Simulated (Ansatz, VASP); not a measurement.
One calculation of Al2Cu, two programs

```xyz
3
Lattice="2.7479 0.0000 0.0000 -1.3740 2.3798 0.0000 0.0000 0.0000 6.7310" Properties=species:S:1:pos:R:3 pbc="T T T"
Al    0.0000    1.5865    1.1218
Al    1.3740    0.7933    5.6092
Cu    0.0000    0.0000    3.3655
```

Alike in both runs: task single point; functional PBE; k mesh 6 × 6 × 4; occupations gaussian, width 0.1 eV; no spin polarisation.

|  | VASP | Ansatz |
| --- | --- | --- |
| version | VASP 6.6.1 | Ansatz 0.2.0 |
| potentials or method | VASP PAW PBE potentials, release 64 (Al, Cu), cutoff 520 eV | scalar-relativistic, plane waves, PAW |
| valence electrons in the cell | 17 | 25 |

```csv
,VASP,Ansatz,Ansatz less VASP
gap on the k mesh at the Fermi level (eV),none,none,-
pressure (GPa),-0.1,-0.3,-0.24
"traceless stress, the component that is largest in VASP (GPa)",-3.56,-3.64,-0.083
rms of the force components (eV/Å),0.509,0.516,+0.0065
```

Atom by atom the forces differ by 0.007 eV/Å (rms over components). A gap of «none» marks a metal or a gap that the smearing closes. With one functional, cell and mesh, what is left measures potentials, basis and numerics. VASP's potentials hold 17 valence electrons a cell and Ansatz's 25, so a difference there can come from the potentials and not from the codes.

The k mesh is coarse, so the values compare programs but aren't converged.
